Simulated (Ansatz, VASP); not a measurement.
**Two plane-wave programs on InSe**

```xyz
8
Lattice="4.0266 0.0000 0.0000 -2.0133 3.4871 0.0000 0.0000 0.0000 28.2707" Properties=species:S:1:pos:R:3 pbc="T T T"
Se    0.0000    0.0000    4.5000
Se    0.0000    0.0000    9.8854
Se   -0.8948    1.5498   13.5954
Se   -0.8948    1.5498   18.9807
In    2.0133    1.1624    5.7954
In    2.0133    1.1624    8.5899
In    1.1185    2.7122   14.8908
In    1.1185    2.7122   17.6853
```

Alike in both runs: task single point; functional PBE; dispersion D3(BJ); k mesh 9 × 9 × 1; occupations gaussian, width 0.05 eV; no spin polarisation.

|  | VASP | Ansatz |
| --- | --- | --- |
| version | VASP 6.6.1 | Ansatz 0.2.0 |
| potentials or method | VASP PAW PBE potentials, release 64 (Se, In_d), cutoff 520 eV | scalar-relativistic, plane waves, PAW |
| valence electrons in the cell | 76 | 116 |

```csv
,VASP,Ansatz,Ansatz less VASP
gap on the k mesh at the Fermi level (eV),1.26,1.27,+0.010
least direct gap on the mesh (eV),1.31,1.32,+0.009
rms of the force components (eV/Å),0.024,0.021,-0.0031
```

VASP's potentials hold 76 valence electrons a cell and Ansatz's 116, so a difference there can come from the potentials and not from the codes.
